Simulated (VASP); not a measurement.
# SnO2 (Pnnm) in VASP: notebook, part 2 of 3

VASP 6.6.1. The steps go on from the part before.

## 3. Single point, LDA (9.95 Å³/atom)

This run uses another cell than the first one, of 9.95 Å³/atom.

INCAR

```
SYSTEM = SnO2
PREC = Accurate ; ENCUT = 520
EDIFF = 1E-7 ; ISMEAR = 0
SIGMA = 0.05 ; LREAL = .False.
LASPH = .True. ; NELM = 80
ALGO = Normal ; ISIF = 2
LWAVE = .False. ; LCHARG = .False.
NBANDS = 35
```

KPOINTS

```
Automatic mesh
0
Gamma
  6 6 10
  0 0 0
```

POSCAR

```
SnO2
1.0
    4.8264869068      0.0000000000      0.0000000000
    0.0000000000      4.2784958170      0.0000000000
    0.0000000000      0.0000000000      2.8901549300
Sn O
2 4
Direct
    0.5000000000      0.5000000000      0.5000000000
    0.0000000000      0.0000000000      0.0000000000
    0.3475221509      0.2433345528      0.0000000000
    0.8475221509      0.2566654472      0.5000000000
    0.1524778491      0.7433345528      0.5000000000
    0.6524778491      0.7566654472      0.0000000000
```

Potentials or basis: VASP PAW LDA potentials, release 64 (Sn_d, O).

On the command line:

```bash
$ cat potpaw_LDA.64/Sn_d/POTCAR potpaw_LDA.64/O/POTCAR > POTCAR
$ mpirun -np 1 vasp_std > vasp.out
```

OUTCAR:

```text
SYSTEM = SnO2
   PREC = Accurate
   ENCUT = 520
   EDIFF = 1E-7
   ISMEAR = 0
   LREAL = .False.
   LASPH = .True.
   NELM = 80
   ISIF = 2

 ion  position               nearest neighbor table
   1  0.500  0.500  0.500-   3 1.96   6 1.96   3 1.96   6 1.96   5 1.97   4 1.97   2 3.53   2 3.53
                             2 3.53   2 3.53   2 3.53   2 3.53   2 3.53   2 3.53
   2  0.000  0.000  0.000-   4 1.96   5 1.96   4 1.96   5 1.96   3 1.97   6 1.97   1 3.53   1 3.53
                             1 3.53   1 3.53   1 3.53   1 3.53   1 3.53   1 3.53
   3  0.348  0.243  0.000-   1 1.96   1 1.96   2 1.97
   4  0.848  0.257  0.500-   2 1.96   2 1.96   1 1.97
   5  0.152  0.743  0.500-   2 1.96   2 1.96   1 1.97
   6  0.652  0.757  0.000-   1 1.96   1 1.96   2 1.97

  LATTYP: Found a simple orthorhombic cell.
 ALAT       =     2.8901549300
 B/A-ratio  =     1.4803690185
 C/A-ratio  =     1.6699751479

  Lattice vectors:

 A1 = (   0.0000000000,   0.0000000000,  -2.8901549300)
 A2 = (   0.0000000000,   4.2784958170,   0.0000000000)
 A3 = (   4.8264869068,   0.0000000000,   0.0000000000)

Analysis of symmetry for initial positions (statically):
=====================================================================
 Subroutine PRICEL returns:
 Original cell was already a primitive cell.

 Routine SETGRP: Setting up the symmetry group for a
 simple orthorhombic supercell.

 Subroutine GETGRP returns: Found  8 space group operations
 (whereof  4 operations were pure point group operations)
 out of a pool of  8 trial point group operations.

The static configuration has the point symmetry C_2h.
 The point group associated with its full space group is D_2h.

Analysis of symmetry for dynamics (positions and initial velocities):
=====================================================================
 Subroutine PRICEL returns:
 Original cell was already a primitive cell.

 Routine SETGRP: Setting up the symmetry group for a
 simple orthorhombic supercell.

 Subroutine GETGRP returns: Found  8 space group operations
 (whereof  4 operations were pure point group operations)
 out of a pool of  8 trial point group operations.

The dynamic configuration has the point symmetry C_2h.
 The point group associated with its full space group is D_2h.

 Subroutine INISYM returns: Found  8 space group operations
 (whereof  4 operations are pure point group operations),
 and found     1 'primitive' translations

----------------------------------------------------------------------------------------

                                     Primitive cell

  volume of cell :      59.6820

  direct lattice vectors                    reciprocal lattice vectors
     4.826486907  0.000000000  0.000000000     0.207190037  0.000000000  0.000000000
     0.000000000  4.278495817  0.000000000     0.000000000  0.233727002  0.000000000
     0.000000000  0.000000000  2.890154930     0.000000000  0.000000000  0.346002212

  length of vectors
     4.826486907  4.278495817  2.890154930     0.207190037  0.233727002  0.346002212

  position of ions in fractional coordinates (direct lattice)
     0.500000000  0.500000000  0.500000000
     0.000000000  0.000000000  0.000000000
     0.347522151  0.243334553  0.000000000
     0.847522151  0.256665447  0.500000000
     0.152477849  0.743334553  0.500000000
     0.652477849  0.756665447  0.000000000

  ion indices of the primitive-cell ions
   primitive index   ion index
                 1           1
                 2           2
                 3           3
                 4           4
[... 55 lines left out ...]
 [... further k-points ...]
   k-points           NKPTS =     96   k-points in BZ     NKDIM =     96   number of bands    NBANDS=     35
   number of dos      NEDOS =    301   number of ions     NIONS =      6
   total plane-waves  NPLWV =  27648
   dimension x,y,z NGX =    36 NGY =   32 NGZ =   24
   dimension x,y,z NGXF=    72 NGYF=   64 NGZF=   48
   ions per type =               2   4
   NGX,Y,Z   is equivalent  to a cutoff of  12.40, 12.43, 13.81 a.u.
   NGXF,Y,Z  is equivalent  to a cutoff of  24.80, 24.87, 27.61 a.u.
 SYSTEM =  SnO2
   PREC   = accura    normal or accurate (medium, high low for compatibility)
   ISTART =      0    job   : 0-new  1-cont  2-samecut
   ICHARG =      2    charge: 1-file 2-atom 10-const
   ISPIN  =      1    spin polarized calculation?
   LNONCOLLINEAR =      F non collinear calculations
   LSORBIT =      F    spin-orbit coupling
   LASPH  =      T    aspherical Exc in radial PAW
   ENCUT  =  520.0 eV  38.22 Ry    6.18 a.u.   8.97  7.96  5.37*2*pi/ulx,y,z
   NELM   =     80;   NELMIN=  2; NELMDL= -5     # of ELM steps
   EDIFF  = 0.1E-06   stopping-criterion for ELM
   LREAL  =      F    real-space projection
   EDIFFG = 0.1E-05   stopping-criterion for IOM
   NSW    =      0    number of steps for IOM
   IBRION =     -1    ionic relax: 0-MD 1-quasi-New 2-CG
   NFREE  =      0    steps in history (QN), initial steepest desc. (CG)
   ISIF   =      2    stress and relaxation
   ISYM   =      2    0-nonsym 1-usesym 2-fastsym
   POTIM  = 0.5000    time-step for ionic-motion
   TEBEG  =    0.0;   TEEND  =   0.0 temperature during run
   PSTRESS=    0.0 pullay stress
   NELECT =      52.0000    total number of electrons
   NUPDOWN=      -1.0000    fix difference up-down
   EMIN   =  10.00;   EMAX   =-10.00  energy-range for DOS
   EFERMI =   0.00;   METHOD = LEGACY
   ISMEAR =     0;   SIGMA  =   0.05  broadening in eV -4-tet -1-fermi 0-gaus
   EFERMI_NEDOS =   21; number of points for ismear=-14 and -15
   IALGO  =     38    algorithm
   IMIX   =      4    mixing-type and parameters
     AMIX     =   0.40;   BMIX     =  1.00
     AMIX_MAG =   1.60;   BMIX_MAG =  1.00
  volume/ion in A,a.u.               =       9.95        67.13
  Fermi-wavevector in a.u.,A,eV,Ry     =   1.563609  2.954793 33.264517  2.444873
  Thomas-Fermi vector in A             =   2.666355
   LORBIT       =      0    0 simple, 1 ext, 2 COOP (PROOUT), +10 PAW based schemes
   GGA     = CA    functional components
   LHFCALC =     F    Hartree Fock is set to
   AEXX    =    0.0000 exact exchange contribution
   IVDW    =     0    specifies the selected vdW correction
   LEPSILON=     F    determine dielectric tensor
   LRPA    =     F    only Hartree local field effects (RPA)
 non-spin polarized calculation
 Gauss-broadening in eV      SIGMA  =   0.05
  energy-cutoff  :      520.00
  volume of cell :       59.68
 maximum number of plane-waves:      1630
 NGX is ok and might be reduce to    36
   NGX = 17   NGY = 15   NGZ = 11

 number of electron      52.0000022 magnetization

 Free energy of the ion-electron system (eV)
  ---------------------------------------------------
  ext. energy  EPLUGINS =         0.00000000
  ---------------------------------------------------
  free energy    TOTEN  =       -40.46227174 eV

  energy without entropy =      -40.46227174  energy(sigma->0) =      -40.46227174

 E-fermi :   8.1957     XC(G=0): -12.8413

 val. band max:        7.9085454270   @ k =   0.0000   0.0000   0.2000
 cond. band min:      11.2530784535   @ k =   0.0000   0.0000   0.0000
 fundamental gap:      3.3445330265
 Fermi energy:         8.1956502211

 k-point     1 :       0.0000    0.0000    0.0000
  band No.  band energies     occupation
      1     -13.2344      2.00000
      2     -12.3907      2.00000
      3     -11.5722      2.00000
      4     -11.5659      2.00000
      5     -11.4552      2.00000
      6     -11.4449      2.00000
[... 901 lines left out ...]
     34      20.9106      0.00000
     35      22.7009      0.00000

 [... further k-points ...]

------------------------ aborting loop because EDIFF is reached ----------------------------------------

  FORCE on cell =-STRESS in cart. coord.  units (eV):
  Direction    XX          YY          ZZ          XY          YZ          ZX
  --------------------------------------------------------------------------------------
  -------------------------------------------------------------------------------------
  Total       13.8040920     15.2763374     24.6803273      0.0000000      0.0000000      0.0000000
  in kB      370.5740977    410.0968705    662.5491930      0.0000000      0.0000000      0.0000000
  external PRESSURE =     481.0733871 kB  Pullay stress =       0.0000000 kB

 VOLUME and BASIS-vectors are now :
 -----------------------------------------------------------------------------
  energy-cutoff  :      520.00
  volume of cell :       59.68
      direct lattice vectors                 reciprocal lattice vectors
     4.826486907  0.000000000  0.000000000     0.207190037  0.000000000  0.000000000
     0.000000000  4.278495817  0.000000000     0.000000000  0.233727002  0.000000000
     0.000000000  0.000000000  2.890154930     0.000000000  0.000000000  0.346002212

 POSITION                                       TOTAL-FORCE (eV/Angst)
 -----------------------------------------------------------------------------------
      2.41324      2.13925      1.44508         0.000000      0.000000      0.000000
      0.00000      0.00000      0.00000         0.000000      0.000000      0.000000
      1.67731      1.04111      0.00000        -0.013560     -0.072518      0.000000
      4.09055      1.09814      1.44508        -0.013560      0.072518      0.000000
      0.73593      3.18035      1.44508         0.013560     -0.072518      0.000000
      3.14918      3.23739      0.00000         0.013560      0.072518     -0.000000
 -----------------------------------------------------------------------------------
    total drift:                                0.000000      0.000000      0.000000

  FREE ENERGIE OF THE ION-ELECTRON SYSTEM (eV)
  ---------------------------------------------------
  free  energy   TOTEN  =       -40.4622717388 eV

  energy  without entropy=      -40.4622717388  energy(sigma->0) =      -40.46227174
```

It took 3.7 min on 1 thread of Intel Xeon 8259CL, shared host; peak memory 0.26 GiB.

Results:

```
Free energy            : -40.4623 eV
Pressure               : 48.1 GPa
Largest force          : 0.074 eV/Å
Band gap on the k mesh : 3.34 eV (least direct gap 3.45 eV)
```

Forces on the atoms (eV/Å):
```
Sn   0.000  0.000  0.000
Sn   0.000  0.000  0.000
O   -0.014 -0.073  0.000
O   -0.014  0.073  0.000
O    0.014 -0.073  0.000
O    0.014  0.073  0.000
```

Stress tensor (GPa, compression positive):
```
37.06  0.00  0.00
 0.00 41.01  0.00
 0.00  0.00 66.25
```

Levels at points of the mesh, in eV from the valence-band top:
| k point | band 22 | band 23 | band 24 | band 25 | band 26 | band 27 | band 28 | band 29 | band 30 | band 31 |
| --- | --- | --- | --- | --- | --- | --- | --- | --- | --- | --- |
| (0.00, 0.00, 0.00) | -0.53 | -0.44 | -0.44 | -0.40 | -0.10 | 3.34 | 7.17 | 8.28 | 8.61 | 12.51 |
| (0.50, 0.00, 0.00) | -2.52 | -0.44 | -0.44 | -0.32 | -0.32 | 6.41 | 6.41 | 9.59 | 9.59 | 11.46 |
| (0.00, 0.50, 0.00) | -1.35 | -0.66 | -0.66 | -0.16 | -0.16 | 5.87 | 5.87 | 7.95 | 7.95 | 12.63 |
| (0.50, 0.50, 0.00) | -2.31 | -0.71 | -0.71 | -0.20 | -0.20 | 7.09 | 7.09 | 8.63 | 8.63 | 11.89 |
| (0.00, 0.00, 0.50) | -2.68 | -1.89 | -1.89 | -0.49 | -0.49 | 7.92 | 7.92 | 10.30 | 10.30 | 12.25 |
| (0.50, 0.00, 0.50) | -1.96 | -0.90 | -0.90 | -0.06 | -0.06 | 7.82 | 7.82 | 8.30 | 8.30 | 12.05 |
| (0.00, 0.50, 0.50) | -2.29 | -0.54 | -0.54 | -0.36 | -0.36 | 8.32 | 8.32 | 9.28 | 9.28 | 11.39 |
| (0.50, 0.50, 0.50) | -2.12 | -1.13 | -1.13 | -0.47 | -0.47 | 6.17 | 6.17 | 9.65 | 9.65 | 12.26 |

Caveat: the cell stands under pressure; spin-orbit coupling is left out, which moves the levels of the heavy elements. A k mesh can miss the band edges.

## 4. Single point, LDA (9.95 Å³/atom)

This run uses another cell than the first one, of 9.95 Å³/atom.

INCAR

```
SYSTEM = SnO2
ALGO     = Normal         ! electronic algorithm
EDIFF    = 1E-6           ! SCF threshold, eV
ENCUT    = 520            ! plane-wave cutoff, eV
GGA      = CA             ! functional
ISIF     = 2              ! what is computed and relaxed
ISMEAR   = 0              ! smearing method
LASPH    = .TRUE.         ! aspherical terms in the spheres
LCHARG   = .FALSE.        ! write CHGCAR
LREAL    = .FALSE.        ! projectors in reciprocal space
LWAVE    = .FALSE.        ! write WAVECAR
NBANDS   = 35             ! bands
NELM     = 80             ! most SCF steps
PREC     = Accurate       ! precision mode
SIGMA    = 0.05           ! smearing width, eV
```

KPOINTS

```
k-points
0
G
  6 6 10
  0 0 0
```

POSCAR

```
SnO2
1.0
    4.1095433597      0.0000000000      0.0000000000
    0.0000000000      4.6367095763      0.0000000000
    0.0000000000      0.0000000000      3.1321309203
Sn O
2 4
Direct
    0.5000000000      0.5000000000      0.5000000000
    0.0000000000      0.0000000000      0.0000000000
    0.2571652774      0.3483288201      0.0000000000
    0.7571652774      0.1516711799      0.5000000000
    0.2428347226      0.8483288201      0.5000000000
    0.7428347226      0.6516711799      0.0000000000
```

Potentials or basis: VASP PAW LDA potentials, release 64 (Sn_d, O).

On the command line:

```bash
$ cat potpaw_LDA.64/Sn_d/POTCAR potpaw_LDA.64/O/POTCAR > POTCAR
$ mpirun -np 1 vasp_std > vasp.out
```

OUTCAR:

```text
SYSTEM = SnO2
   EDIFF = 1E-6
   ENCUT = 520
   GGA = CA
   ISIF = 2
   ISMEAR = 0
   LASPH = .TRUE.
   LREAL = .FALSE.
   NELM = 80
   PREC = Accurate

 ion  position               nearest neighbor table
   1  0.500  0.500  0.500-   4 1.93   5 1.93   3 1.99   6 1.99   3 1.99   6 1.99   2 3.47   2 3.47
                             2 3.47   2 3.47   2 3.47   2 3.47   2 3.47   2 3.47
   2  0.000  0.000  0.000-   3 1.93   6 1.93   5 1.99   4 1.99   4 1.99   5 1.99   1 3.47   1 3.47
                             1 3.47   1 3.47   1 3.47   1 3.47   1 3.47   1 3.47
   3  0.257  0.348  0.000-   2 1.93   1 1.99   1 1.99
   4  0.757  0.152  0.500-   1 1.93   2 1.99   2 1.99
   5  0.243  0.848  0.500-   1 1.93   2 1.99   2 1.99
   6  0.743  0.652  0.000-   2 1.93   1 1.99   1 1.99

  LATTYP: Found a simple orthorhombic cell.
 ALAT       =     3.1321309203
 B/A-ratio  =     1.3120598929
 C/A-ratio  =     1.4803690185

  Lattice vectors:

 A1 = (   0.0000000000,   0.0000000000,   3.1321309203)
 A2 = (   4.1095433597,   0.0000000000,   0.0000000000)
 A3 = (   0.0000000000,   4.6367095763,   0.0000000000)

Analysis of symmetry for initial positions (statically):
=====================================================================
 Subroutine PRICEL returns:
 Original cell was already a primitive cell.

 Routine SETGRP: Setting up the symmetry group for a
 simple orthorhombic supercell.

 Subroutine GETGRP returns: Found  8 space group operations
 (whereof  4 operations were pure point group operations)
 out of a pool of  8 trial point group operations.

The static configuration has the point symmetry C_2h.
 The point group associated with its full space group is D_2h.

Analysis of symmetry for dynamics (positions and initial velocities):
=====================================================================
 Subroutine PRICEL returns:
 Original cell was already a primitive cell.

[... 138 lines left out ...]
  Fermi-wavevector in a.u.,A,eV,Ry     =   1.563609  2.954793 33.264517  2.444873
  Thomas-Fermi vector in A             =   2.666355
   LORBIT       =      0    0 simple, 1 ext, 2 COOP (PROOUT), +10 PAW based schemes
   GGA     = CA    functional components
   LHFCALC =     F    Hartree Fock is set to
   AEXX    =    0.0000 exact exchange contribution
   IVDW    =     0    specifies the selected vdW correction
   LEPSILON=     F    determine dielectric tensor
   LRPA    =     F    only Hartree local field effects (RPA)
 non-spin polarized calculation
 Gauss-broadening in eV      SIGMA  =   0.05
  energy-cutoff  :      520.00
  volume of cell :       59.68
 maximum number of plane-waves:      1631
 NGX is ok and might be reduce to    32
   NGX = 15   NGY = 17   NGZ = 11

 number of electron      51.9999984 magnetization

 Free energy of the ion-electron system (eV)
  ---------------------------------------------------
  ext. energy  EPLUGINS =         0.00000000
  ---------------------------------------------------
  free energy    TOTEN  =       -40.69732905 eV

  energy without entropy =      -40.69732905  energy(sigma->0) =      -40.69732905

 E-fermi :   8.3537     XC(G=0): -12.8523

 val. band max:        8.1169089170   @ k =   0.0000   0.0000   0.1000
 cond. band min:      11.1658847941   @ k =   0.0000   0.0000   0.0000
 fundamental gap:      3.0489758771
 Fermi energy:         8.3536811135

 k-point     1 :       0.0000    0.0000    0.0000
  band No.  band energies     occupation
      1     -13.1003      2.00000
      2     -12.1849      2.00000
      3     -11.5909      2.00000
      4     -11.4123      2.00000
      5     -11.3967      2.00000
      6     -11.3851      2.00000
[... 901 lines left out ...]
     34      21.4797      0.00000
     35      23.1247      0.00000

 [... further k-points ...]

------------------------ aborting loop because EDIFF is reached ----------------------------------------

  FORCE on cell =-STRESS in cart. coord.  units (eV):
  Direction    XX          YY          ZZ          XY          YZ          ZX
  --------------------------------------------------------------------------------------
  -------------------------------------------------------------------------------------
  Total       18.8495931     17.6908120     14.8326534      0.0000000      0.0000000      0.0000000
  in kB      506.0217616    474.9140101    398.1860686      0.0000000      0.0000000      0.0000000
  external PRESSURE =     459.7072801 kB  Pullay stress =       0.0000000 kB

 VOLUME and BASIS-vectors are now :
 -----------------------------------------------------------------------------
  energy-cutoff  :      520.00
  volume of cell :       59.68
      direct lattice vectors                 reciprocal lattice vectors
     4.109543360  0.000000000  0.000000000     0.243336038  0.000000000  0.000000000
     0.000000000  4.636709576  0.000000000     0.000000000  0.215670182  0.000000000
     0.000000000  0.000000000  3.132130920     0.000000000  0.000000000  0.319271456

 POSITION                                       TOTAL-FORCE (eV/Angst)
 -----------------------------------------------------------------------------------
      2.05477      2.31835      1.56607         0.000000      0.000000      0.000000
      0.00000      0.00000      0.00000         0.000000      0.000000      0.000000
      1.05683      1.61510      0.00000        -0.032929      0.021109     -0.000000
      3.11160      0.70326      1.56607        -0.032929     -0.021109     -0.000000
      0.99794      3.93345      1.56607         0.032929      0.021109      0.000000
      3.05271      3.02161      0.00000         0.032929     -0.021109      0.000000
 -----------------------------------------------------------------------------------
    total drift:                               -0.000000     -0.000000     -0.000000

  FREE ENERGIE OF THE ION-ELECTRON SYSTEM (eV)
  ---------------------------------------------------
  free  energy   TOTEN  =       -40.6973290540 eV

  energy  without entropy=      -40.6973290540  energy(sigma->0) =      -40.69732905
```

Wall time 3.1 min (1 thread of Intel Xeon 8259CL, shared host); peak memory 0.26 GiB.

What came out:

- Free energy: -40.6973 eV
- Pressure: 46.0 GPa
- Largest force: 0.039 eV/Å
- Band gap on the k mesh: 3.05 eV (least direct gap 3.07 eV)

Forces in eV/Å, atoms in the order of the input:
```
Sn   0.000  0.000  0.000
Sn   0.000  0.000  0.000
O   -0.033  0.021  0.000
O   -0.033 -0.021  0.000
O    0.033  0.021  0.000
O    0.033 -0.021  0.000
```

Stress tensor (GPa, compression positive):
```
50.60  0.00  0.00
 0.00 47.49  0.00
 0.00  0.00 39.82
```

Levels at points of the mesh, in eV from the valence-band top:
```tsv
k point	band 23	band 24	band 25	band 26	band 27	band 28	band 29	band 30
(0.00, 0.00, 0.00)	-0.89	-0.65	-0.60	-0.02	3.05	6.49	6.57	7.41
(0.50, 0.00, 0.00)	-1.18	-1.18	-0.35	-0.35	5.74	5.74	6.70	6.70
(0.00, 0.50, 0.00)	-0.92	-0.92	-0.23	-0.23	6.17	6.17	8.19	8.19
(0.50, 0.50, 0.00)	-1.28	-1.28	-0.21	-0.21	6.55	6.55	7.63	7.63
(0.00, 0.00, 0.50)	-2.04	-2.04	-0.68	-0.68	7.90	7.90	10.99	10.99
(0.50, 0.00, 0.50)	-0.41	-0.41	-0.30	-0.30	8.35	8.35	9.61	9.61
(0.00, 0.50, 0.50)	-0.83	-0.83	-0.15	-0.15	8.08	8.08	9.16	9.16
(0.50, 0.50, 0.50)	-1.21	-1.21	-0.47	-0.47	6.74	6.74	9.19	9.19
```

Caveat: the cell stands under pressure; spin-orbit coupling is left out, which moves the levels of the heavy elements. A k mesh can miss the band edges.

(Continued in part 3 of 3.)
